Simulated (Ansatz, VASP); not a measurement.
## MgO: VASP beside Ansatz

```xyz
20
Lattice="2.0970 -2.0970 0.0000 2.0970 2.0970 0.0000 0.0000 0.0000 34.8730" Properties=species:S:1:pos:R:3 pbc="T T T"
Mg    0.0000    0.0000    8.0000
Mg    2.0970    0.0000   10.0970
Mg    0.0000    0.0000   12.1940
Mg    2.0970    0.0000   14.2910
Mg    0.0000    0.0000   16.3880
Mg    2.0970    0.0000   18.4850
Mg    0.0000    0.0000   20.5820
Mg    2.0970    0.0000   22.6790
Mg    0.0000    0.0000   24.7760
Mg    2.0970    0.0000   26.8730
O     0.0000    0.0000   10.0970
O     2.0970    0.0000    8.0000
O     0.0000    0.0000   14.2910
O     2.0970    0.0000   12.1940
O     0.0000    0.0000   18.4850
O     2.0970    0.0000   16.3880
O     0.0000    0.0000   22.6790
O     2.0970    0.0000   20.5820
O     0.0000    0.0000   26.8730
O     2.0970    0.0000   24.7760
```

Alike in both runs: task single point; functional PBEsol; k mesh 13 × 13 × 1; occupations fermi-dirac, width 0.05 eV; no spin polarisation.

|  | VASP | Ansatz |
| --- | --- | --- |
| version | VASP 6.6.1 | Ansatz 0.2.0 |
| potentials or method | VASP PAW PBE potentials, release 64 (Mg, O), cutoff 520 eV | all-electron LAPW, scalar-relativistic |

```csv
,VASP,Ansatz,Ansatz less VASP
gap on the k mesh at the Fermi level (eV),3.44,3.46,+0.023
least direct gap on the mesh (eV),3.44,3.46,+0.023
rms of the force components (eV/Å),0.115,0.111,-0.0043
```

VASP's potentials were made for PBE, not for PBEsol. Ansatz ran all-electron here, and VASP with PAW potentials.
